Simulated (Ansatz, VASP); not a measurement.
## Two plane-wave programs on LaFeGe

```xyz
3
Lattice="4.2318 0.0000 0.0000 -2.1159 3.6649 0.0000 0.0000 0.0000 4.2858" Properties=species:S:1:pos:R:3 pbc="T T T"
La    0.0000    0.0000    0.0000
Ge    2.1159    1.2216    2.1429
Fe    0.0000    2.4432    2.1429
```

Alike in both runs: task single point; functional PBE; k mesh 6 × 6 × 5; occupations fermi-dirac, width 0.05 eV; collinear spin; fixed moment 4.5 μB.

```csv
,VASP,Ansatz
version,VASP 6.6.1,Ansatz 0.2.0
potentials or method,"VASP PAW PBE potentials, release 64 (La, Ge_d, Fe_sv)",Ansatz PAW
plane-wave cutoff (eV),600,420
valence electrons in the cell,41,41
```

Ansatz gave:

* pressure (GPa): 4.0
* traceless stress, the component that is largest in VASP (GPa): 0.26
* net moment per atom (μB): 1.50
* size of the moment on the site where the two differ most (μB): 2.99

Question: Estimate VASP's values.

Answer: Pressure (GPa): 3.1; traceless stress, the component that is largest in VASP (GPa): -0.42; net moment per atom (μB): 1.50; size of the moment on the site where the two differ most (μB): 2.84.

Site moments also hang on the region over which each program counts them.

Spin-orbit coupling is off throughout.
